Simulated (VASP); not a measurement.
# AlN (wurtzite to rock salt path) (P6_3mc) in VASP: further runs

AlN (wurtzite to rock salt path) is run at these levels: PBEsol; tasks: single point, relaxation of volume and atoms at fixed shape.

Everything below comes from runs of VASP 6.6.1. Logs are shortened: lines on timing, memory, paths and dates and some standing lists are left out, and cuts for length are marked.

**1. The cell of the first run**

The structure is hexagonal, space group P6_3mc (No. 186). The conventional cell has a = 3.028 Å, b = 3.028 Å, c = 4.844 Å, α = 90.00°, β = 90.00°, γ = 120.00°. Within 2.4 Å of Al (site symmetry 3m) lie 4 N at 1.84 to 1.85 Å. Within 2.4 Å of N (site symmetry 3m) lie 4 Al at 1.84 to 1.85 Å.

**2. Single point, PBEsol**

INCAR reads:

```
SYSTEM = AlN
ALGO = Normal ; EDIFF = 1E-6
ENCUT = 520 ; GGA = PS
ISIF = 2 ; ISMEAR = 0
LASPH = .TRUE. ; LCHARG = .FALSE.
LREAL = .FALSE. ; LWAVE = .FALSE.
NBANDS = 16 ; NELM = 80
PREC = Accurate ; SIGMA = 0.01
```

KPOINTS reads:

```
k-points
0
G
  9 9 7
  0 0 0
```

POSCAR reads:

```
AlN
1.0
    1.5138280768     -2.6219502289      0.0000000000
    1.5138280768      2.6219502289      0.0000000000
    0.0000000000      0.0000000000      4.8442498455
Al N
2 2
Direct
    0.0000012606     -0.0000012606     -0.0002832040
    0.6666654061      0.3333345939      0.4997167960
    0.0000031269     -0.0000031269      0.3822832040
    0.6666635398      0.3333364602      0.8822832040
```

Potentials or basis: VASP PAW PBE potentials, release 64 (Al, N).

The run is started by

```bash
$ cat potpaw_PBE.64/Al/POTCAR potpaw_PBE.64/N/POTCAR > POTCAR
$ mpirun -np 1 vasp_std > vasp.out
```

OUTCAR:

```text
SYSTEM = AlN
   EDIFF = 1E-6
   ENCUT = 520
   GGA = PS
   ISIF = 2
   ISMEAR = 0
   LASPH = .TRUE.
   LREAL = .FALSE.
   NELM = 80
   PREC = Accurate

 ion  position               nearest neighbor table
   1  0.000  1.000  1.000-   4 1.84   4 1.84   4 1.84   3 1.85   2 2.99   2 2.99   2 2.99   2 2.99
                             2 2.99   2 2.99
   2  0.667  0.333  0.500-   3 1.84   3 1.84   3 1.84   4 1.85   1 2.99   1 2.99   1 2.99   1 2.99
                             1 2.99   1 2.99
   3  0.000  1.000  0.382-   2 1.84   2 1.84   2 1.84   1 1.85
   4  0.667  0.333  0.882-   1 1.84   1 1.84   1 1.84   2 1.85

  LATTYP: Found a base centered orthorhombic cell.
 ALAT       =     3.0276561536
 B/A-ratio  =     1.7319999999
 C/A-ratio  =     1.5999999999

  Lattice vectors:

 A1 = (   1.5138280768,  -2.6219502289,   0.0000000000)
 A2 = (   1.5138280768,   2.6219502289,   0.0000000000)
 A3 = (   0.0000000000,   0.0000000000,   4.8442498455)

Analysis of symmetry for initial positions (statically):
=====================================================================
 Subroutine PRICEL returns:
 Original cell was already a primitive cell.

 Routine SETGRP: Setting up the symmetry group for a
 base centered orthorhombic supercell.

 Subroutine GETGRP returns: Found  4 space group operations
 (whereof  2 operations were pure point group operations)
 out of a pool of  8 trial point group operations.

The static configuration has the point symmetry C_1h.
 The point group associated with its full space group is C_2v.

Analysis of symmetry for dynamics (positions and initial velocities):
=====================================================================
 Subroutine PRICEL returns:
 Original cell was already a primitive cell.

 Routine SETGRP: Setting up the symmetry group for a
 base centered orthorhombic supercell.

 Subroutine GETGRP returns: Found  4 space group operations
 (whereof  2 operations were pure point group operations)
 out of a pool of  8 trial point group operations.

The dynamic configuration has the point symmetry C_1h.
 The point group associated with its full space group is C_2v.

 Subroutine INISYM returns: Found  4 space group operations
 (whereof  2 operations are pure point group operations),
 and found     1 'primitive' translations

----------------------------------------------------------------------------------------

                                     Primitive cell

[... 91 lines left out ...]
   LASPH  =      T    aspherical Exc in radial PAW
   ENCUT  =  520.0 eV  38.22 Ry    6.18 a.u.   5.63  5.63  9.01*2*pi/ulx,y,z
   NELM   =     80;   NELMIN=  2; NELMDL= -5     # of ELM steps
   EDIFF  = 0.1E-05   stopping-criterion for ELM
   LREAL  =      F    real-space projection
   EDIFFG = 0.1E-04   stopping-criterion for IOM
   NSW    =      0    number of steps for IOM
   IBRION =     -1    ionic relax: 0-MD 1-quasi-New 2-CG
   NFREE  =      0    steps in history (QN), initial steepest desc. (CG)
   ISIF   =      2    stress and relaxation
   ISYM   =      2    0-nonsym 1-usesym 2-fastsym
   POTIM  = 0.5000    time-step for ionic-motion
   TEBEG  =    0.0;   TEEND  =   0.0 temperature during run
   PSTRESS=    0.0 pullay stress
   NELECT =      16.0000    total number of electrons
   NUPDOWN=      -1.0000    fix difference up-down
   EMIN   =  10.00;   EMAX   =-10.00  energy-range for DOS
   EFERMI =   0.00;   METHOD = LEGACY
   ISMEAR =     0;   SIGMA  =   0.01  broadening in eV -4-tet -1-fermi 0-gaus
   EFERMI_NEDOS =   21; number of points for ismear=-14 and -15
   IALGO  =     38    algorithm
   IMIX   =      4    mixing-type and parameters
     AMIX     =   0.40;   BMIX     =  1.00
     AMIX_MAG =   1.60;   BMIX_MAG =  1.00
  volume/ion in A,a.u.               =       9.61        64.88
  Fermi-wavevector in a.u.,A,eV,Ry     =   1.222163  2.309552 20.322769  1.493681
  Thomas-Fermi vector in A             =   2.357319
   LORBIT       =      0    0 simple, 1 ext, 2 COOP (PROOUT), +10 PAW based schemes
   GGA     = PS    functional components
   LHFCALC =     F    Hartree Fock is set to
   AEXX    =    0.0000 exact exchange contribution
   IVDW    =     0    specifies the selected vdW correction
   LEPSILON=     F    determine dielectric tensor
   LRPA    =     F    only Hartree local field effects (RPA)
 non-spin polarized calculation
 Gauss-broadening in eV      SIGMA  =   0.01
  energy-cutoff  :      520.00
  volume of cell :       38.46
 maximum number of plane-waves:      1087
   NGX = 11   NGY = 11   NGZ = 19

 number of electron      16.0000002 magnetization

 Free energy of the ion-electron system (eV)
  ---------------------------------------------------
  ext. energy  EPLUGINS =         0.00000000
  ---------------------------------------------------
  free energy    TOTEN  =       -31.11184257 eV

  energy without entropy =      -31.11184257  energy(sigma->0) =      -31.11184257

 E-fermi :   6.9839     XC(G=0): -11.4736

 val. band max:        6.9028805720   @ k =   0.0000   0.0000   0.0000
 cond. band min:      11.7615559406   @ k =   0.0000   0.0000   0.0000
 fundamental gap:      4.8586753686
 Fermi energy:         6.9839275211

 k-point     1 :       0.0000    0.0000    0.0000
  band No.  band energies     occupation
      1      -8.7976      2.00000
      2      -6.3413      2.00000
      3       0.4492      2.00000
      4       5.9702      2.00000
      5       5.9705      2.00000
      6       6.6431      2.00000
[... 433 lines left out ...]
      3       1.1824      2.00000
      4       2.5968      2.00000
      5       3.4349      2.00000
      6       4.1657      2.00000
[... 8 lines left out ...]
     15      20.3052      0.00000
     16      22.8838      0.00000

 [... further k-points ...]
[... 5 lines left out ...]
  --------------------------------------------------------------------------------------
  -------------------------------------------------------------------------------------
  Total        4.9788020      4.9804605      4.5235239      0.0000000      0.0000000      0.0000000
  in kB      207.4330279    207.5021279    188.4646678      0.0000000      0.0000000      0.0000000
  external PRESSURE =     201.1332745 kB  Pullay stress =       0.0000000 kB

 VOLUME and BASIS-vectors are now :
 -----------------------------------------------------------------------------
  energy-cutoff  :      520.00
  volume of cell :       38.46
      direct lattice vectors                 reciprocal lattice vectors
     1.513828077 -2.621950229  0.000000000     0.330288497 -0.190697746  0.000000000
     1.513828077  2.621950229  0.000000000     0.330288497  0.190697746  0.000000000
     0.000000000  0.000000000  4.844249846     0.000000000  0.000000000  0.206430311

 POSITION                                       TOTAL-FORCE (eV/Angst)
 -----------------------------------------------------------------------------------
      1.51383      2.62194      4.84288         0.000000      0.000011      0.001293
      1.51383     -0.87398      2.42075         0.000000     -0.000011      0.001293
      1.51383      2.62193      1.85188         0.000000      0.000006     -0.001293
      1.51383     -0.87397      4.27400         0.000000     -0.000006     -0.001293
 -----------------------------------------------------------------------------------
    total drift:                                0.000000     -0.000000      0.000195

  FREE ENERGIE OF THE ION-ELECTRON SYSTEM (eV)
  ---------------------------------------------------
  free  energy   TOTEN  =       -31.1118425680 eV

  energy  without entropy=      -31.1118425680  energy(sigma->0) =      -31.11184257
```

OSZICAR:

```text
N       E                     dE             d eps       ncg     rms          rms(c)
DAV:   1     0.381750500889E+02    0.38175E+02   -0.71794E+03  3232   0.876E+02
DAV:   2    -0.327471565623E+02   -0.70922E+02   -0.65482E+02  4440   0.193E+02
DAV:   3    -0.359016509458E+02   -0.31545E+01   -0.31478E+01  3968   0.412E+01
DAV:   4    -0.359195980006E+02   -0.17947E-01   -0.17946E-01  4040   0.349E+00
DAV:   5    -0.359198292990E+02   -0.23130E-03   -0.23130E-03  4008   0.398E-01    0.124E+01
DAV:   6    -0.311842763275E+02    0.47356E+01   -0.96225E+00  3816   0.229E+01    0.445E+00
DAV:   7    -0.311493265929E+02    0.34950E-01   -0.71335E-01  3552   0.592E+00    0.303E+00
DAV:   8    -0.311159807082E+02    0.33346E-01   -0.66050E-02  3712   0.214E+00    0.482E-01
DAV:   9    -0.311116033301E+02    0.43774E-02   -0.11587E-02  4160   0.806E-01    0.235E-01
DAV:  10    -0.311119041686E+02   -0.30084E-03   -0.11591E-03  3624   0.225E-01    0.134E-01
DAV:  11    -0.311118429883E+02    0.61180E-04   -0.10451E-04  3840   0.761E-02    0.270E-02
DAV:  12    -0.311118425680E+02    0.42024E-06   -0.48270E-06  3808   0.187E-02
   1 F= -.31111843E+02 E0= -.31111843E+02  d E =-.295624E-33
```

stdout:

```text
POSCAR found type information on POSCAR AlN
 POSCAR found :  2 types and       4 ions
 scaLAPACK will be used
 -----------------------------------------------------------------------------
|                                                                             |
|                                                                             |
|     You enforced a specific xc type in the INCAR file but a different       |
|     I HOPE YOU KNOW WHAT YOU ARE DOING!                                     |
|                                                                             |
 -----------------------------------------------------------------------------

 LDA part: xc-table for (Slater+PW92), standard interpolation
 POSCAR, INCAR and KPOINTS ok, starting setup
 FFT: planning ... GRIDC
 FFT: planning ... GRID_SOFT
 FFT: planning ... GRID
 WAVECAR not read
 entering main loop
```

Run time: 68 s. Hardware: 1 thread of Intel Xeon 6975P-C, shared host; peak memory 0.19 GiB.

Results:

```
Free energy            : -31.1118 eV
Pressure               : 20.1 GPa
Band gap on the k mesh : 4.86 eV, direct
```

Caveat: the PAW data sets were made with another functional, which shifts forces and pressure a little. Expect the measured gap to be larger: semilocal functionals such as PBEsol lack the derivative discontinuity.

**3. Relaxation of volume and atoms at fixed shape, PBEsol, target pressure 20 GPa, at which the enthalpy is minimised**

This run uses another cell than the first one, of 10.00 Å³/atom, 1.040 times its volume.

INCAR reads:

```
SYSTEM = AlN
PREC = Accurate ; ENCUT = 600
EDIFF = 1E-6 ; ISMEAR = 0
SIGMA = 0.01 ; LREAL = .False.
LASPH = .True. ; NELM = 80
ALGO = Normal ; ISIF = 8
LWAVE = .False. ; LCHARG = .False.
GGA = PS ; IBRION = 2
NSW = 70 ; EDIFFG = -0.01
PSTRESS = 200.0
```

KPOINTS reads:

```
Automatic mesh
0
Gamma
  9 9 7
  0 0 0
```

POSCAR reads:

```
AlN
1.0
    1.5338305253     -2.6565944697      0.0000000000
    1.5338305253      2.6565944697      0.0000000000
    0.0000000000      0.0000000000      4.9082576808
Al N
2 2
Direct
    0.0000000000      0.0000000000      0.0000000000
    0.6666666667      0.3333333333      0.5000000000
    0.0000000000      0.0000000000      0.3820000000
    0.6666666667      0.3333333333      0.8820000000
```

Potentials or basis: VASP PAW PBE potentials, release 64 (Al, N).

The run is started by

```bash
$ cat potpaw_PBE.64/Al/POTCAR potpaw_PBE.64/N/POTCAR > POTCAR
$ mpirun -np 1 vasp_std > vasp.out
```

OUTCAR:

```text
SYSTEM = AlN
   PREC = Accurate
   ENCUT = 600
   EDIFF = 1E-6
   ISMEAR = 0
   LREAL = .False.
   LASPH = .True.
   NELM = 80
   ISIF = 8
   GGA = PS
   IBRION = 2
   NSW = 70
   EDIFFG = -0.01
   PSTRESS = 200.0

 ion  position               nearest neighbor table
   1  0.000  0.000  0.000-   4 1.86   4 1.86   4 1.86   3 1.87   2 3.03   2 3.03   2 3.03   2 3.03
                             2 3.03   2 3.03
   2  0.667  0.333  0.500-   3 1.86   3 1.86   3 1.86   4 1.87   1 3.03   1 3.03   1 3.03   1 3.03
                             1 3.03   1 3.03
   3  0.000  0.000  0.382-   2 1.86   2 1.86   2 1.86   1 1.87
   4  0.667  0.333  0.882-   1 1.86   1 1.86   1 1.86   2 1.87

  LATTYP: Found a base centered orthorhombic cell.
 ALAT       =     3.0676610506
 B/A-ratio  =     1.7319999999
 C/A-ratio  =     1.5999999999

  Lattice vectors:

 A1 = (   1.5338305253,  -2.6565944697,   0.0000000000)
 A2 = (   1.5338305253,   2.6565944697,   0.0000000000)
 A3 = (   0.0000000000,   0.0000000000,   4.9082576808)

Analysis of symmetry for initial positions (statically):
=====================================================================
 Subroutine PRICEL returns:
 Original cell was already a primitive cell.

 Routine SETGRP: Setting up the symmetry group for a
 base centered orthorhombic supercell.

 Subroutine GETGRP returns: Found  4 space group operations
 (whereof  2 operations were pure point group operations)
 out of a pool of  8 trial point group operations.

The static configuration has the point symmetry C_1h.
 The point group associated with its full space group is C_2v.

Analysis of symmetry for dynamics (positions and initial velocities):
=====================================================================
 Subroutine PRICEL returns:
 Original cell was already a primitive cell.

 Routine SETGRP: Setting up the symmetry group for a
 base centered orthorhombic supercell.

 Subroutine GETGRP returns: Found  4 space group operations
 (whereof  2 operations were pure point group operations)
 out of a pool of  8 trial point group operations.

[... 140 lines left out ...]
  volume of cell :       40.00
 maximum number of plane-waves:      1362
 NGX is ok and might be reduce to    28
   NGX = 13   NGY = 13   NGZ = 19

--------------------------------------- Ionic step        1  -------------------------------------------

 number of electron      16.0000000 magnetization

 Free energy of the ion-electron system (eV)
  ---------------------------------------------------
  ext. energy  EPLUGINS =         0.00000000
  ---------------------------------------------------
  free energy    TOTEN  =       -31.25955665 eV

  energy without entropy =      -31.25955665  energy(sigma->0) =      -31.25955665

------------------------ aborting loop because EDIFF is reached ----------------------------------------

  FORCE on cell =-STRESS in cart. coord.  units (eV):
  Direction    XX          YY          ZZ          XY          YZ          ZX
  --------------------------------------------------------------------------------------
  -------------------------------------------------------------------------------------
  Total        2.4869241      2.4897945      2.3443536      0.0000000      0.0000000      0.0000000
  in kB       99.6123371     99.7273088     93.9017556      0.0000000      0.0000000      0.0000000
  external PRESSURE =    -102.2528662 kB  Pullay stress =     200.0000000 kB
[... 187 lines left out ...]
--------------------------------------- Ionic step        6  -------------------------------------------

 number of electron      16.0000002 magnetization

 Free energy of the ion-electron system (eV)
  ---------------------------------------------------
  ext. energy  EPLUGINS =         0.00000000
  ---------------------------------------------------
  free energy    TOTEN  =       -31.11626263 eV

  energy without entropy =      -31.11626263  energy(sigma->0) =      -31.11626263

 E-fermi :   6.9772     XC(G=0): -11.4748

 val. band max:        6.9042010148   @ k =   0.0000   0.0000   0.0000
 cond. band min:      11.7665775974   @ k =   0.0000   0.0000   0.0000
 fundamental gap:      4.8623765826
 Fermi energy:         6.9772498701

 k-point     1 :       0.0000    0.0000    0.0000
  band No.  band energies     occupation
      1      -8.7975      2.00000
      2      -6.3403      2.00000
      3       0.4494      2.00000
      4       5.9722      2.00000
      5       5.9725      2.00000
      6       6.6452      2.00000
      7       6.6454      2.00000
      8       6.9042      2.00000
      9      11.7666      0.00000
     10      14.1891      0.00000
     11      18.0931      0.00000
     12      18.5200      0.00000
[... 331 lines left out ...]
 k-point    24 :       0.4444    0.4444    0.0000
  band No.  band energies     occupation
      1      -6.4716      2.00000
      2      -5.7581      2.00000
      3       1.1831      2.00000
      4       2.5980      2.00000
      5       3.4359      2.00000
      6       4.1672      2.00000
      7       4.9358      2.00000
      8       5.7137      2.00000
      9      12.5836      0.00000
     10      13.5526      0.00000
     11      15.9922      0.00000
     12      17.5447      0.00000

 [... further k-points ...]
[... 5 lines left out ...]
  --------------------------------------------------------------------------------------
  -------------------------------------------------------------------------------------
  Total        4.9648902      4.9665030      4.5116146      0.0000000      0.0000000      0.0000000
  in kB      206.9043166    206.9715250    188.0147365      0.0000000      0.0000000      0.0000000
  external PRESSURE =       0.6301927 kB  Pullay stress =     200.0000000 kB
[... 23 lines left out ...]
  energy  without entropy=      -31.1162626340  energy(sigma->0) =      -31.11626263

  enthalpy is  TOTEN    =       -26.3170488412 eV   P V=        4.7992137927

 reached required accuracy - stopping structural energy minimisation
```

Wall time 4.4 min (1 thread of Intel Xeon 6975P-C, shared host); peak memory 0.21 GiB.

Results:

| Quantity | Value |
| --- | --- |
| Free energy | -31.1163 eV |
| Relaxed volume | 9.61 Å³/atom |
| Relaxed cell | a = 3.027 Å, b = 3.027 Å, c = 4.844 Å, α = 90.00°, β = 90.00°, γ = 120.00° |
| Space group after relaxing (to 0.05 Å) | P6_3mc (No. 186) |
| Energy change on relaxing (the enthalpy is what falls) | +35.8 meV/atom |
| Ionic steps | 6 |
| Pressure after relaxing | 20.1 GPa |
| Band gap on the k mesh | 4.86 eV, direct |

Step by step:
```tsv
step	energy change (eV)	largest force (eV/Å)	pressure (GPa)	volume (Å³)
1	0.0000	0.0229	9.77	40.00
2	0.4981	0.0332	36.66	36.42
3	0.1396	0.0281	19.87	38.48
4	0.1433	0.0282	20.07	38.45
5	0.1433	0.0113	20.06	38.45
6	0.1433	0.0004	20.06	38.45
```

Final structure:
```
CELL_PARAMETERS angstrom
1.51370 -2.62174 0.00000
1.51370 2.62174 0.00000
0.00000 0.00000 4.84385
ATOMIC_POSITIONS crystal
Al 0.00000 0.00000 0.99973
Al 0.66666 0.33334 0.49973
N 0.00000 0.00000 0.38227
N 0.66666 0.33334 0.88227
```

Caveat: the cell is relaxed towards a set pressure, so the enthalpy falls and the energy may rise; the PAW data sets were made with another functional, which shifts forces and pressure a little. A k mesh can miss the band edges.
